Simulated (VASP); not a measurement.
GaN: single point with r2SCAN

Crystal: GaN.

```
Ga N
1.0
     3.18000    0.00000    0.00000
    -1.59000    2.75396    0.00000
     0.00000    0.00000    5.16600
Ga N
2 2
Direct
  0.33333 0.66667 0.00000
  0.66667 0.33333 0.50000
  0.33333 0.66667 0.37500
  0.66667 0.33333 0.87500
```

```yaml
Program: VASP 6.6.1
Task: single point
Functional: r2SCAN
Potentials_or_basis: VASP PAW PBE potentials, release 64 (Ga_d, N)
Cutoff: 660 eV
k_mesh: 6 × 6 × 2
Occupations: gaussian, width 0.01 eV
Spin: no spin polarisation
```

```json
{
  "Pressure": "2.1 GPa",
  "Largest force": "0.138 eV/Å",
  "Band gap on the k mesh": "2.38 eV"
}
```

Forces in eV/Å, atoms in the order of the input:
```
Ga   0.000  0.000 -0.138
Ga   0.000  0.000 -0.138
N    0.000  0.000  0.138
N    0.000  0.000  0.138
```

Stress tensor (GPa, compression positive):
```
1.39 0.00 0.00
0.00 1.39 0.00
0.00 0.00 3.55
```

Levels at points of the mesh, in eV from the valence-band top:
```tsv
k point	band 15	band 16	band 17	band 18	band 19	band 20	band 21	band 22
(0.00, 0.00, 0.00)	-1.09	-0.06	0.00	0.00	2.38	4.84	10.00	10.59
(0.50, 0.00, 0.00)	-4.36	-2.86	-2.29	-1.02	5.58	6.15	6.56	9.40
(0.00, 0.00, 0.50)	-0.56	-0.56	-0.56	-0.56	4.79	4.79	9.23	9.23
(0.50, 0.00, 0.50)	-2.02	-2.02	-1.98	-1.98	4.90	4.90	8.47	8.47
```

Run time: 92 s on 1 thread of AMD EPYC 7R13 Processor (Zen 3) (shared host), peak memory 0.17 GiB.

Caveat: the k points lie up to 0.61 Å⁻¹ apart; the PAW data sets were made with another functional, which shifts forces and pressure a little. r2SCAN opens gaps a little over a GGA but as a rule still falls short of measured ones.
